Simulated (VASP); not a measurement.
# TaN in VASP: notebook, part 2 of 2

VASP 6.6.1. Earlier steps stand in the parts before.

### Step 5. Relaxation of cell and atoms, r2SCAN

This run uses another cell than the first one, of 10.63 Å³/atom, 0.944 times its volume.

POSCAR reads:

```
TaN
1.0
    0.0000000000      2.1989133455      2.1989133455
    2.1989133455      0.0000000000      2.1989133455
    2.1989133455      2.1989133455      0.0000000000
Ta N
1 1
Direct
    0.5000000000      0.5000000000      0.5000000000
    0.0000000000      0.0000000000      0.0000000000
```

INCAR.step1 reads:

```
PREC = Accurate ; ENCUT = 600
ISMEAR = 0 ; SIGMA = 0.1
LREAL = False ; LASPH = True
NELM = 80 ; GGA = PE
ALGO = Normal ; EDIFF = 1E-4
LWAVE = True ; LCHARG = False
```

INCAR.step2 reads:

```
PREC = Accurate ; ENCUT = 600
EDIFF = 1E-6 ; ISMEAR = 0
SIGMA = 0.1 ; LREAL = False
LASPH = True ; NELM = 80
ALGO = Normal ; ISIF = 3
LWAVE = False ; LCHARG = False
METAGGA = R2SCAN ; LMIXTAU = True
IBRION = 2 ; NSW = 100
EDIFFG = -0.005 ; ISTART = 1
```

KPOINTS reads:

```
Automatic mesh
0
Gamma
  16 16 16
```

Command:

```sh
> cat potpaw_PBE.64/Ta_pv/POTCAR potpaw_PBE.64/N/POTCAR > POTCAR
> cp INCAR.step1 INCAR
> mpirun -np 1 vasp_std > vasp.out
> cp INCAR.step2 INCAR
> mpirun -np 1 vasp_std > vasp.out
```

Wall time 10 min (1 thread of AMD EPYC 7R43 (Zen 3), shared host); peak memory 0.18 GiB.

It converged, with:

```
Free energy                            : -59.6259 eV
Relaxed volume                         : 10.68 Å³/atom
Relaxed cell                           : a = 3.115 Å, b = 3.115 Å, c = 3.115 Å, α = 60.00°, β = 60.00°, γ = 60.00°
Space group after relaxing (to 0.05 Å) : Fm-3m (No. 225)
Energy gained by relaxing              : 0.3 meV/atom
Ionic steps                            : 3
Pressure after relaxing                : 0.0 GPa
Band gap on the k mesh                 : zero (band 8 reaches 11.47 eV, above the bottom of band 9 at 7.41 eV)
```

Step by step:
```csv
step,energy change (eV),largest force (eV/Å),pressure (GPa),volume (Å³)
1,0.0000,0.0000,1.66,21.26
2,0.0024,0.0000,-3.84,21.61
3,-0.0005,0.0000,0.01,21.36
```

Final structure:
```cif
data_structure
_symmetry_space_group_name_H-M 'P 1'
_symmetry_Int_Tables_number 1
_cell_length_a 3.1145
_cell_length_b 3.1145
_cell_length_c 3.1145
_cell_angle_alpha 60.000
_cell_angle_beta 60.000
_cell_angle_gamma 60.000
_cell_volume 21.36
loop_
_atom_site_label
_atom_site_type_symbol
_atom_site_fract_x
_atom_site_fract_y
_atom_site_fract_z
_atom_site_occupancy
Ta1 Ta 0.50000 0.50000 0.50000 1
N1 N 0.00000 0.00000 0.00000 1
```

Levels at points of the mesh, in eV from the Fermi level:
```
           k point  band 4  band 5  band 6  band 7  band 8  band 9  band 10  band 11  band 12
(0.00, 0.00, 0.00)  -19.97   -4.13   -4.13   -4.13   -2.15   -2.15    -2.15     0.14     0.14
(0.50, 0.00, 0.00)  -16.99  -10.79   -7.96   -7.96    1.91    1.91     2.06     4.08     7.78
(0.50, 0.50, 0.00)  -18.75   -7.07   -5.58   -4.99   -4.99    2.20     3.53     3.53     4.67
```

Caveat: the PAW data sets were made with another functional, which shifts forces and pressure a little; spin-orbit coupling is left out, which moves the levels of the heavy elements. Zero-point motion and thermal expansion aren't in these numbers.

### Step 6. Single point, r2SCAN (strain along c alone, the other axes held: -1.5 %)

POSCAR reads:

```
TaN
1.0
    2.1982663152      2.1982663152      0.0000000000
   -2.1982663152      2.1982663152      0.0000000000
    0.0000000000      0.0000000000      4.3305846410
Ta N
2 2
Direct
    0.5000000000      0.5000000000      0.0000000000
    0.0000000000      0.0000000000      0.5000000000
    0.0000000000      0.0000000000      0.0000000000
    0.5000000000      0.5000000000      0.5000000000
```

INCAR.step1 reads:

```
SYSTEM = TaN
ALGO     = Normal         ! electronic algorithm
EDIFF    = 1E-4           ! SCF threshold, eV
ENCUT    = 520            ! plane-wave cutoff, eV
GGA      = PE             ! functional
ISMEAR   = 0              ! smearing method
LASPH    = .True.         ! aspherical terms in the spheres
LCHARG   = .False.        ! write CHGCAR
LREAL    = .False.        ! projectors in reciprocal space
LWAVE    = .True.         ! write WAVECAR
NBANDS   = 24             ! bands
NELM     = 80             ! most SCF steps
PREC     = Accurate       ! precision mode
SIGMA    = 0.1            ! smearing width, eV
```

INCAR.step2 reads:

```
SYSTEM = TaN
ALGO     = Normal         ! electronic algorithm
EDIFF    = 1E-6           ! SCF threshold, eV
ENCUT    = 520            ! plane-wave cutoff, eV
ISIF     = 2              ! what is computed and relaxed
ISMEAR   = 0              ! smearing method
ISTART   = 1            
LASPH    = .True.         ! aspherical terms in the spheres
LCHARG   = .False.        ! write CHGCAR
LMIXTAU  = .True.       
LREAL    = .False.        ! projectors in reciprocal space
LWAVE    = .False.        ! write WAVECAR
METAGGA  = R2SCAN         ! meta-GGA
NBANDS   = 24             ! bands
NELM     = 80             ! most SCF steps
PREC     = Accurate       ! precision mode
SIGMA    = 0.1            ! smearing width, eV
```

KPOINTS reads:

```
k-points
0
Gamma
  16 16 12
  0 0 0
```

Potentials or basis: VASP PAW PBE potentials, release 64 (Ta_pv, N).

Command:

```sh
> cat potpaw_PBE.64/Ta_pv/POTCAR potpaw_PBE.64/N/POTCAR > POTCAR
> cp INCAR.step1 INCAR
> mpirun -np 1 vasp_std > vasp.out
> cp INCAR.step2 INCAR
> mpirun -np 1 vasp_std > vasp.out
```

Wall time 15 min (1 thread of Intel Xeon 8259CL, shared host); peak memory 0.37 GiB.

Results (log left out):

* Free energy: -119.2208 eV
* Pressure: 7.7 GPa
* Band gap on the k mesh: zero (band 16 reaches 11.70 eV, above the bottom of band 17 at 7.52 eV)

Stress tensor (GPa, compression positive):
```
 4.73  0.00  0.00
 0.00  4.73  0.00
 0.00  0.00 13.64
```

Levels at points of the mesh, in eV from the Fermi level:
```tsv
k point	band 14	band 15	band 16	band 17	band 18	band 19
(0.00, 0.00, 0.00)	-4.22	-4.15	-2.27	-2.27	-2.08	0.03
(0.50, 0.00, 0.00)	-6.99	0.36	0.36	0.58	0.58	1.76
(0.50, 0.50, 0.00)	-5.04	-4.98	-4.98	2.24	2.24	3.53
(0.00, 0.00, 0.50)	-5.40	-4.27	-4.27	1.05	1.05	1.80
(0.50, 0.00, 0.50)	-8.12	1.91	1.91	2.05	2.05	2.14
(0.50, 0.50, 0.50)	-7.33	-0.03	-0.03	-0.03	-0.03	3.55
```

Caveat: the cell differs from its parent crystal (strain along c alone, the other axes held: -1.5 %); the PAW data sets were made with another functional, which shifts forces and pressure a little; spin-orbit coupling is left out, which moves the levels of the heavy elements.

### Step 7. Summary

| task | cell | k mesh | cutoff (eV) | gap on the mesh (eV) | pressure (GPa) |
| --- | --- | --- | --- | --- | --- |
| single point | a = 3.170 Å, angles 60.0°, 2 atoms | 16 × 16 × 16 | 520 | none | -16.5 |
| single point | a = 3.062, b = 3.062, c = 4.436 Å, 4 atoms | 16 × 16 × 12 | 520 | none | 10.4 |
| single point | a = 3.109, b = 3.109, c = 4.397 Å, 4 atoms | 16 × 16 × 12 | 520 | none | 1.9 |
| relaxation of cell and atoms | relaxed from a = 3.110 Å, angles 60.0°, 2 atoms | 16 × 16 × 16 | 600 | none | 0.0 |
| single point | a = 3.109, b = 3.109, c = 4.331 Å, 4 atoms | 16 × 16 × 12 | 520 | none | 7.7 |

Alike in all rows: level r2SCAN; potentials or basis VASP PAW PBE potentials, release 64 (Ta_pv, N); no spin polarisation; smearing gaussian 0.1 eV.

Caveats: the PAW data sets were made with another functional, which shifts forces and pressure a little; spin-orbit coupling is left out, which moves the levels of the heavy elements.

Total energies depend on the potentials used, so only differences within one code and one set of settings carry meaning.
